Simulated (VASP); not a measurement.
# MoH3 (I4mm) in VASP: single point with PBE

Aim: the single point of MoH3 with PBE.

Program: VASP 6.6.1. These are calculated values, not measurements. Logs are shortened: lines on timing, memory, paths and dates and some standing lists are left out, and cuts for length are marked.

**1. The cell of the first run**

It takes space group I4mm (No. 107, tetragonal). Conventional cell: a = 3.326 Å, b = 3.326 Å, c = 4.395 Å, α = 90.00°, β = 90.00°, γ = 90.00°. H (site symmetry 4mm) has 1 Mo at 1.70 Å and 8 H at 1.88 to 2.12 Å within 2.3 Å. Within 2.5 Å of H (site symmetry 2mm) lie 4 Mo at 1.85 to 2.16 Å and 10 H at 1.88 to 2.35 Å. Mo (site symmetry 4mm) has 9 H at 1.70 to 2.16 Å within 2.3 Å.

**2. Single point, PBE**

Input file INCAR:

```
PREC = Accurate ; ENCUT = 500
EDIFF = 1E-6 ; ISMEAR = 0
SIGMA = 0.15 ; LREAL = False
LASPH = True ; NELM = 120
ALGO = Normal ; ISIF = 2
LWAVE = False ; LCHARG = True
GGA = PE ; LELF = True
LVHAR = True ; NBANDS = 16
GGA_COMPAT = False
```

Input file KPOINTS:

```
regular mesh
0
Gamma
  5 5 5
```

Input file POSCAR:

```
MoH3
1.0
   -1.6631053264      1.6631053264      2.1977448809
    1.6631053264     -1.6631053264      2.1977448809
    1.6631053264      1.6631053264     -2.1977448809
H Mo
3 1
Direct
    1.0905157707      1.0905157707      0.0000000000
    0.3901452389      0.8901452389      0.5000000000
    0.8901452389      0.3901452389      0.5000000000
    0.7039243615      0.7039243615      0.0000000000
```

Potentials or basis: VASP PAW PBE potentials, release 64 (H, Mo_sv).

Command:

```console
$ cat potpaw_PBE.64/H/POTCAR potpaw_PBE.64/Mo_sv/POTCAR > POTCAR
$ mpirun -np 1 vasp_std > vasp.out
```

OUTCAR:

```text
PREC = Accurate
   ENCUT = 500
   EDIFF = 1E-6
   ISMEAR = 0
   LREAL = False
   LASPH = True
   NELM = 120
   ISIF = 2
   GGA = PE

 ion  position               nearest neighbor table
   1  0.091  0.091  0.000-   4 1.70
   2  0.390  0.890  0.500-   4 1.85   4 1.85   4 2.16   4 2.16
   3  0.890  0.390  0.500-   4 1.85   4 1.85   4 2.16   4 2.16
   4  0.704  0.704  0.000-   1 1.70   3 1.85   2 1.85   2 1.85   3 1.85   2 2.16   3 2.16   2 2.16
                             3 2.16

  LATTYP: Found a body centered tetragonal cell.
 ALAT       =     3.3262106528
 C/A-ratio  =     1.3214706525

  Lattice vectors:

 A1 = (  -1.6631053264,   1.6631053264,   2.1977448809)
 A2 = (   1.6631053264,  -1.6631053264,   2.1977448809)
 A3 = (   1.6631053264,   1.6631053264,  -2.1977448809)

Analysis of symmetry for initial positions (statically):
=====================================================================
 Subroutine PRICEL returns:
 Original cell was already a primitive cell.

 Routine SETGRP: Setting up the symmetry group for a
 body centered tetragonal supercell.

 Subroutine GETGRP returns: Found  8 space group operations
 (whereof  8 operations were pure point group operations)
 out of a pool of 16 trial point group operations.

The static configuration has the point symmetry C_4v.

Analysis of symmetry for dynamics (positions and initial velocities):
=====================================================================
 Subroutine PRICEL returns:
 Original cell was already a primitive cell.

 Routine SETGRP: Setting up the symmetry group for a
 body centered tetragonal supercell.

 Subroutine GETGRP returns: Found  8 space group operations
 (whereof  8 operations were pure point group operations)
 out of a pool of 16 trial point group operations.

The dynamic configuration has the point symmetry C_4v.

 Subroutine INISYM returns: Found  8 space group operations
 (whereof  8 operations are pure point group operations),
 and found     1 'primitive' translations

----------------------------------------------------------------------------------------

                                     Primitive cell

  volume of cell :      24.3151

[... 83 lines left out ...]
   ENCUT  =  500.0 eV  36.75 Ry    6.06 a.u.   5.87  5.87  5.87*2*pi/ulx,y,z
   NELM   =    120;   NELMIN=  2; NELMDL= -5     # of ELM steps
   EDIFF  = 0.1E-05   stopping-criterion for ELM
   LREAL  =      F    real-space projection
   EDIFFG = 0.1E-04   stopping-criterion for IOM
   NSW    =      0    number of steps for IOM
   IBRION =     -1    ionic relax: 0-MD 1-quasi-New 2-CG
   NFREE  =      0    steps in history (QN), initial steepest desc. (CG)
   ISIF   =      2    stress and relaxation
   ISYM   =      2    0-nonsym 1-usesym 2-fastsym
   POTIM  = 0.5000    time-step for ionic-motion
   TEBEG  =    0.0;   TEEND  =   0.0 temperature during run
   PSTRESS=    0.0 pullay stress
   NELECT =      17.0000    total number of electrons
   NUPDOWN=      -1.0000    fix difference up-down
   EMIN   =  10.00;   EMAX   =-10.00  energy-range for DOS
   EFERMI =   0.00;   METHOD = LEGACY
   ISMEAR =     0;   SIGMA  =   0.15  broadening in eV -4-tet -1-fermi 0-gaus
   EFERMI_NEDOS =   21; number of points for ismear=-14 and -15
   IALGO  =     38    algorithm
   IMIX   =      4    mixing-type and parameters
     AMIX     =   0.40;   BMIX     =  1.00
     AMIX_MAG =   1.60;   BMIX_MAG =  1.00
  volume/ion in A,a.u.               =       6.08        41.02
  Fermi-wavevector in a.u.,A,eV,Ry     =   1.453000  2.745771 28.724733  2.111208
  Thomas-Fermi vector in A             =   2.570317
   LORBIT       =      0    0 simple, 1 ext, 2 COOP (PROOUT), +10 PAW based schemes
   GGA     = PE    functional components
   LHFCALC =     F    Hartree Fock is set to
   AEXX    =    0.0000 exact exchange contribution
   IVDW    =     0    specifies the selected vdW correction
   LEPSILON=     F    determine dielectric tensor
   LRPA    =     F    only Hartree local field effects (RPA)
 non-spin polarized calculation
 Gauss-broadening in eV      SIGMA  =   0.15
  energy-cutoff  :      500.00
  volume of cell :       24.32
 maximum number of plane-waves:       624
   NGX = 11   NGY = 11   NGZ = 11

 number of electron      17.0000000 magnetization

 Free energy of the ion-electron system (eV)
  ---------------------------------------------------
  ext. energy  EPLUGINS =         0.00000000
  ---------------------------------------------------
  free energy    TOTEN  =       -19.79580134 eV

  energy without entropy =      -19.77939191  energy(sigma->0) =      -19.78759663

 E-fermi :   9.7419     XC(G=0): -12.4132

 val. band max:        9.7157255947   @ k =  -0.4000   0.4000   0.4000
 cond. band min:       9.7960573016   @ k =  -0.4000   0.4000   0.0000
 fundamental gap:      0.0803317069
 Fermi energy:         9.7419375286

 k-point     1 :       0.0000    0.0000    0.0000
  band No.  band energies     occupation
      1     -51.8549      2.00000
      2     -25.8621      2.00000
      3     -25.7848      2.00000
      4     -25.7848      2.00000
      5      -2.7017      2.00000
      6       5.9260      2.00000
[... 319 lines left out ...]
      3     -25.9379      2.00000
      4     -25.9379      2.00000
      5       1.3616      2.00000
      6       1.6791      2.00000
[... 8 lines left out ...]
     15      17.9453      0.00000
     16      26.8136      0.00000

------------------------ aborting loop because EDIFF is reached ----------------------------------------

  FORCE on cell =-STRESS in cart. coord.  units (eV):
  Direction    XX          YY          ZZ          XY          YZ          ZX
  --------------------------------------------------------------------------------------
  -------------------------------------------------------------------------------------
  Total        0.0754146      0.0754146      0.1094058      0.0000000     -0.0000000      0.0000000
  in kB        4.9692292      4.9692292      7.2089841      0.0000000     -0.0000000      0.0000000
  external PRESSURE =       5.7158142 kB  Pullay stress =       0.0000000 kB

 VOLUME and BASIS-vectors are now :
 -----------------------------------------------------------------------------
  energy-cutoff  :      500.00
  volume of cell :       24.32
      direct lattice vectors                 reciprocal lattice vectors
    -1.663105326  1.663105326  2.197744881     0.000000000  0.300642414  0.227505933
     1.663105326 -1.663105326  2.197744881     0.300642414  0.000000000  0.227505933
     1.663105326  1.663105326 -2.197744881     0.300642414  0.300642414  0.000000000

 POSITION                                       TOTAL-FORCE (eV/Angst)
 -----------------------------------------------------------------------------------
      0.00000      0.00000      0.39786         0.000000      0.000000     -0.001610
      1.66311      0.00000      1.71488         0.000000     -0.000000      0.023054
      0.00000      1.66311      1.71488        -0.000000      0.000000      0.023054
      0.00000      0.00000      3.09409        -0.000000     -0.000000     -0.044498
 -----------------------------------------------------------------------------------
    total drift:                                0.000000      0.000000      0.000977

  FREE ENERGIE OF THE ION-ELECTRON SYSTEM (eV)
  ---------------------------------------------------
  free  energy   TOTEN  =       -19.7958013407 eV

  energy  without entropy=      -19.7793919111  energy(sigma->0) =      -19.78759663
```

OSZICAR:

```text
N       E                     dE             d eps       ncg     rms          rms(c)
DAV:   1     0.115779484124E+03    0.11578E+03   -0.96099E+03   576   0.994E+02
DAV:   2    -0.192865984587E+02   -0.13507E+03   -0.13083E+03   720   0.313E+02
DAV:   3    -0.213068241267E+02   -0.20202E+01   -0.20185E+01   640   0.376E+01
DAV:   4    -0.213122282563E+02   -0.54041E-02   -0.54041E-02   752   0.221E+00
DAV:   5    -0.213122741283E+02   -0.45872E-04   -0.45872E-04   656   0.165E-01    0.228E+01
DAV:   6    -0.198495138454E+02    0.14628E+01   -0.24294E+00   576   0.153E+01    0.571E+00
DAV:   7    -0.198034876792E+02    0.46026E-01   -0.12723E-01   720   0.274E+00    0.239E+00
DAV:   8    -0.197956989359E+02    0.77887E-02   -0.19137E-02   600   0.139E+00    0.383E-01
DAV:   9    -0.197958050280E+02   -0.10609E-03   -0.49619E-04   728   0.230E-01    0.808E-02
DAV:  10    -0.197958012203E+02    0.38077E-05   -0.39462E-05   600   0.616E-02    0.136E-02
DAV:  11    -0.197958013407E+02   -0.12039E-06   -0.29322E-06   704   0.230E-02
   1 F= -.19795801E+02 E0= -.19787597E+02  d E =-.164094E-01
```

stdout:

```text
POSCAR found type information on POSCAR H Mo
 POSCAR found :  2 types and       4 ions
 scaLAPACK will be used
 LDA part: xc-table for (Slater+PW92), standard interpolation
 POSCAR, INCAR and KPOINTS ok, starting setup
 FFT: planning ... GRIDC
 FFT: planning ... GRID_SOFT
 FFT: planning ... GRID
 WAVECAR not read
 entering main loop
```

Run time: 3 s. Hardware: 1 thread of Intel Xeon 6975P-C (Granite Rapids), shared host; peak memory 0.13 GiB.

What came out:

```yaml
Free_energy: -19.7958 eV
Pressure: 0.6 GPa
Largest_force: 0.044 eV/Å
```

Forces on the atoms (eV/Å):
```
H    0.000  0.000 -0.002
H    0.000  0.000  0.023
H    0.000  0.000  0.023
Mo   0.000  0.000 -0.044
```

Caveat: the k points lie up to 0.53 Å⁻¹ apart.
